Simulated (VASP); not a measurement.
A run of VASP 6.6.1 is set up as follows.

INCAR

```
SYSTEM = SiO2
PREC = Accurate
ENCUT = 520
EDIFF = 1E-7
ISMEAR = 0
SIGMA = 0.05
LREAL = .FALSE.
LASPH = .TRUE.
NELM = 60
ALGO = Normal
ISIF = 2
LWAVE = .FALSE.
LCHARG = .FALSE.
NBANDS = 34
```

The input KPOINTS:

```
regular mesh
0
G
  6 6 4
  0 0 0
```

POSCAR

```
SiO2
1.0
    4.8875374386      0.0000000000      0.0000000000
   -2.4437687193      4.2327315837      0.0000000000
    0.0000000000      0.0000000000      5.4419821688
Si O
3 6
Direct
    0.0000000000      0.5000000000      0.3333333333
    0.5000000000      0.5000000000      0.6666666667
    0.5000000000      0.0000000000      0.0000000000
    0.5843949021      0.7921974511      0.8333333333
    0.7921974511      0.5843949021      0.5000000000
    0.7921974511      0.2078025489      0.1666666667
    0.4156050979      0.2078025489      0.8333333333
    0.2078025489      0.4156050979      0.5000000000
    0.2078025489      0.7921974511      0.1666666667
```

Potentials or basis: VASP PAW LDA potentials, release 64 (Si, O).

Command:

```sh
$ cat potpaw_LDA.64/Si/POTCAR potpaw_LDA.64/O/POTCAR > POTCAR
$ mpirun -np 1 vasp_std > vasp.out
```

(1) Estimate the largest force.

(2) Estimate the band gap on the k mesh.

(3) Predict the pressure.

Answers

(1) 0.711 eV/Å.

(2) 5.78 eV, indirect (least direct gap 5.96 eV).

(3) 17.3 GPa.

Caveat: the cell differs from its parent crystal (strain -0.030 along x and y, -0.015 along z).
